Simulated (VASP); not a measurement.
# AlCd (R-3m) in VASP: further runs, part 2 of 2

VASP 6.6.1. The steps go on from the part before.

### 3 Single point, PBE (18.77 Å³/atom)

This run uses another cell than the first one, of 18.77 Å³/atom.

INCAR reads:

```
SYSTEM = AlCd
ALGO = Normal
EDIFF = 1E-6
ENCUT = 520
GGA = PE
ISIF = 2
ISMEAR = -1
LASPH = .TRUE.
LCHARG = .TRUE.
LELF = .TRUE.
LREAL = .FALSE.
LVHAR = .TRUE.
LWAVE = .FALSE.
NBANDS = 14
NELM = 100
PREC = Accurate
SIGMA = 0.05
```

KPOINTS reads:

```
k-points
0
G
  9 9 9
  0 0 0
```

POSCAR reads:

```
AlCd
1.0
    1.8690870656      1.0791179156      3.1018850926
   -1.8690870656      1.0791179156      3.1018850926
    0.0000000000     -2.1582358412      3.1018850926
Al Cd
1 1
Direct
    0.5000000000      0.5000000000      0.5000000000
    0.0000000000      0.0000000000      0.0000000000
```

Potentials or basis: VASP PAW PBE potentials, release 64 (Al, Cd).

Command:

```sh
> cat potpaw_PBE.64/Al/POTCAR potpaw_PBE.64/Cd/POTCAR > POTCAR
> mpirun -np 1 vasp_std > vasp.out
```

OUTCAR:

```text
SYSTEM = AlCd
   EDIFF = 1E-6
   ENCUT = 520
   GGA = PE
   ISIF = 2
   ISMEAR = -1
   LASPH = .TRUE.
   LREAL = .FALSE.
   NELM = 100
   PREC = Accurate

 ion  position               nearest neighbor table
   1  0.500  0.500  0.500-   2 2.66   2 2.66   2 2.66   2 2.66   2 2.66   2 2.66
   2  0.000  0.000  0.000-   1 2.66   1 2.66   1 2.66   1 2.66   1 2.66   1 2.66

  LATTYP: Found a trigonal (rhomboedric) cell.
 ALAT       =     3.7788454668
 COS(alpha) =     0.5107049799

  Lattice vectors:

 A1 = (   1.8690870656,   1.0791179156,   3.1018850926)
 A2 = (  -1.8690870656,   1.0791179156,   3.1018850926)
 A3 = (   0.0000000000,  -2.1582358412,   3.1018850926)

Analysis of symmetry for initial positions (statically):
=====================================================================
 Subroutine PRICEL returns:
 Original cell was already a primitive cell.

 Routine SETGRP: Setting up the symmetry group for a
 trigonal (rhombohedral) supercell.

 Subroutine GETGRP returns: Found 12 space group operations
 (whereof 12 operations were pure point group operations)
 out of a pool of 12 trial point group operations.

The static configuration has the point symmetry D_3d.

[... 174 lines left out ...]
      7       8.8268      0.00000
      8       9.1293      0.00000
      9       9.1293      0.00000
     10      13.0553      0.00000
     11      13.3441      0.00000
     12      13.3441      0.00000
     13      14.2544      0.00000
     14      14.8006      0.00000
[... 377 lines left out ...]
      1      -4.8861      2.00000
      2      -4.3640      2.00000
      3      -4.0709      2.00000
      4      -3.7929      2.00000
      5      -3.7893      2.00000
      6      -0.0752      2.00000
      7       2.4821      2.00000
      8       5.1355      0.86965
      9       5.3431      0.02393
     10       6.9586      0.00000
     11       9.5067      0.00000
     12      19.3004      0.00000
     13      19.3111      0.00000
     14      19.9945      0.00000

 [... further k-points ...]

------------------------ aborting loop because EDIFF is reached ----------------------------------------

  FORCE on cell =-STRESS in cart. coord.  units (eV):
  Direction    XX          YY          ZZ          XY          YZ          ZX
  --------------------------------------------------------------------------------------
  -------------------------------------------------------------------------------------
  Total        3.5688315      3.5688315      3.5360009      0.0000000     -0.0000000      0.0000000
  in kB      152.3215099    152.3215095    150.9202658      0.0000000     -0.0000002      0.0000000
  external PRESSURE =     151.8544284 kB  Pullay stress =       0.0000000 kB

 VOLUME and BASIS-vectors are now :
 -----------------------------------------------------------------------------
  energy-cutoff  :      520.00
  volume of cell :       37.54
      direct lattice vectors                 reciprocal lattice vectors
     1.869087066  1.079117916  3.101885093     0.267510278  0.154447131  0.107461535
    -1.869087066  1.079117916  3.101885093    -0.267510278  0.154447131  0.107461535
     0.000000000 -2.158235841  3.101885093     0.000000000 -0.308894262  0.107461535

 POSITION                                       TOTAL-FORCE (eV/Angst)
 -----------------------------------------------------------------------------------
      0.00000     -0.00000      4.65283        -0.000000      0.000000     -0.000000
      0.00000      0.00000      0.00000         0.000000      0.000000      0.000000
 -----------------------------------------------------------------------------------
    total drift:                                0.000000      0.000000     -0.000000

  FREE ENERGIE OF THE ION-ELECTRON SYSTEM (eV)
  ---------------------------------------------------
  free  energy   TOTEN  =        -3.4575938549 eV

  energy  without entropy=       -3.4510965244  energy(sigma->0) =       -3.45434519
```

OSZICAR:

```text
N       E                     dE             d eps       ncg     rms          rms(c)
DAV:   1     0.765350599837E+02    0.76535E+02   -0.73102E+03  2476   0.957E+02
DAV:   2    -0.191421585205E+01   -0.78449E+02   -0.72972E+02  2728   0.232E+02
DAV:   3    -0.369153127877E+01   -0.17773E+01   -0.17745E+01  2992   0.364E+01
DAV:   4    -0.369914103086E+01   -0.76098E-02   -0.76093E-02  2776   0.236E+00
DAV:   5    -0.369924274221E+01   -0.10171E-03   -0.10171E-03  2986   0.290E-01    0.464E+00
DAV:   6    -0.347341409466E+01    0.22583E+00   -0.58553E-01  2878   0.114E+01    0.380E+00
DAV:   7    -0.346194854632E+01    0.11466E-01   -0.35284E-02  2644   0.154E+00    0.202E+00
DAV:   8    -0.345761545069E+01    0.43331E-02   -0.35981E-03  2680   0.694E-01    0.862E-02
DAV:   9    -0.345758581492E+01    0.29636E-04   -0.18933E-04  3150   0.171E-01    0.490E-02
DAV:  10    -0.345759542225E+01   -0.96073E-05   -0.26546E-05  2722   0.568E-02    0.116E-02
DAV:  11    -0.345759396355E+01    0.14587E-05   -0.78647E-07  1850   0.105E-02    0.223E-03
DAV:  12    -0.345759385487E+01    0.10868E-06   -0.22117E-07  1382   0.613E-03
   1 F= -.34575939E+01 E0= -.34543452E+01  d E =-.649733E-02
```

stdout:

```text
POSCAR found type information on POSCAR AlCd
 POSCAR found :  2 types and       2 ions
 scaLAPACK will be used
 LDA part: xc-table for (Slater+PW92), standard interpolation
 POSCAR, INCAR and KPOINTS ok, starting setup
 FFT: planning ... GRIDC
 FFT: planning ... GRID_SOFT
 FFT: planning ... GRID
 WAVECAR not read
 entering main loop
```

Run time: 28 s. Hardware: 1 thread of Intel Xeon Platinum 8488C (Sapphire Rapids), shared host; peak memory 0.18 GiB.

What came out:

```
Free energy            : -3.4576 eV
Pressure               : 15.2 GPa
Band gap on the k mesh : zero (an odd number of electrons rules out a gap without spin polarisation)
```

Levels at points of the mesh, in eV from the Fermi level:
```csv
k point,band 5,band 6,band 7,band 8,band 9,band 10
"(0.00, 0.00, 0.00)",-9.26,-9.26,3.70,4.01,4.01,7.93
```

Caveat: the cell stands under pressure.
